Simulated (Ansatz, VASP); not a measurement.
# Two plane-wave programs on Cd2H

Contents of INCAR:

```
SYSTEM = Cd2H
ALGO = Normal
EDIFF = 1E-6
EDIFFG = -0.01
ENCUT = 600
GGA = PE
IBRION = 2
ISIF = 3
ISMEAR = 0
LASPH = .True.
LCHARG = .False.
LREAL = .False.
LWAVE = .False.
NELM = 60
NSW = 100
PREC = Accurate
SIGMA = 0.1
```

KPOINTS

```
k-points
0
Gamma
  8 8 8
  0 0 0
```

The input POSCAR:

```
Cd2H
1.0
    0.0000000000      4.0641438751      4.0641438751
    4.0641438751      0.0000000000      4.0641438751
    4.0641438751      4.0641438751      0.0000000000
Cd H
4 2
Direct
    0.1250000000      0.1250000000      0.1250000000
    0.6250000000      0.1250000000      0.1250000000
    0.1250000000      0.1250000000      0.6250000000
    0.1250000000      0.6250000000      0.1250000000
    0.5000000000      0.5000000000      0.5000000000
    0.7500000000      0.7500000000      0.7500000000
```

Input for Ansatz:

```yaml
crystal:
  lattice:
    - [0.0, 4.0641438751, 4.0641438751]
    - [4.0641438751, 0.0, 4.0641438751]
    - [4.0641438751, 4.0641438751, 0.0]
  atoms:
    - { symbol: Cd, position: [0.125, 0.125, 0.125] }
    - { symbol: Cd, position: [0.625, 0.125, 0.125] }
    - { symbol: Cd, position: [0.125, 0.125, 0.625] }
    - { symbol: Cd, position: [0.125, 0.625, 0.125] }
    - { symbol: H, position: [0.5, 0.5, 0.5] }
    - { symbol: H, position: [0.75, 0.75, 0.75] }
basis:
  ecutwfc: 420
kpoints:
  mp_grid: { grid: [8, 8, 8] }
hamiltonian:
  xc: pbe
scf:
  occupations: { method: gaussian, width: 0.1 }
output:
  forces: true
  stress: true
  eigenvalues: true
  write_density: true
  write_potential: true
  elf: true
  volumetric_format: npy
relax:
  adjacent_minimum: "off"
  f_tol: 0.01
  max_steps: 80
  cell: { stress_tol: 0.05 }
```

Alike in both runs: task relaxation of cell and atoms; functional PBE; k mesh 8 × 8 × 8; occupations gaussian, width 0.1 eV; no spin polarisation.

|  | VASP | Ansatz |
| --- | --- | --- |
| version | VASP 6.6.1 | Ansatz 0.2.0 |
| potentials or method | VASP PAW PBE potentials, release 64 (Cd, H), cutoff 600 eV | scalar-relativistic, plane waves, PAW |
| valence electrons in the cell | 50 | 82 |

VASP gave:

```
gap on the k mesh at the Fermi level, each at its own relaxed structure (eV) : none
relaxed volume (Å³/atom)                                                     : 22.61
relaxed cell length with the largest relative difference (Å)                 : 5.767
```

Question: Estimate Ansatz's values.

Answer: gap on the k mesh at the Fermi level, each at its own relaxed structure (eV): none; relaxed volume (Å³/atom): 22.43; relaxed cell length with the largest relative difference (Å): 5.752.

A gap of «none» marks a metal or a gap that the smearing closes. VASP's potentials hold 50 valence electrons a cell and Ansatz's 82, so a difference there can come from the potentials and not from the codes.
